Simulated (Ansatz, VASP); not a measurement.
BaTiO3 in VASP and in Ansatz

```xyz
5
Lattice="3.9681 0.0000 0.0000 0.0000 2.8445 2.8859 0.0000 -2.8445 2.8859" Properties=species:S:1:pos:R:3 pbc="T T T"
Ba    0.0000    0.0000    0.0466
Ti    1.9841    0.0000    2.9997
O     0.0000    0.0000    2.8376
O     1.9841   -1.3915    4.2619
O     1.9841    1.3915    4.2619
```

Change from the starting cell: strain -0.0100 x Voigt [1, 1, 0, 0, 0, 0], atoms carried along.

Alike in both runs: task single point; functional PBE; k mesh 6 × 6 × 6; occupations gaussian, width 0.05 eV; no spin polarisation; Hubbard terms Ti d U = 4.0 eV.

|  | VASP | Ansatz |
| --- | --- | --- |
| version | VASP 6.6.1 | Ansatz 0.2.0 |
| potentials or method | VASP PAW PBE potentials, release 64 (Ba_sv, Ti_sv, O), cutoff 520 eV | scalar-relativistic, plane waves, PAW |
| valence electrons in the cell | 40 | 40 |

```csv
,VASP,Ansatz,Ansatz less VASP
gap on the k mesh at the Fermi level (eV),2.54,2.57,+0.029
least direct gap on the mesh (eV),2.93,2.94,+0.015
pressure (GPa),7.1,3.4,-3.72
"traceless stress, the component that is largest in VASP (GPa)",-1.65,-1.47,+0.180
rms of the force components (eV/Å),0.286,0.062,-0.2242
```

The programs project onto different local orbitals, so the same U acts differently, and such runs can settle in different states. Atom by atom the forces differ by 0.227 eV/Å (rms over components).

Neither program's run includes spin-orbit coupling.
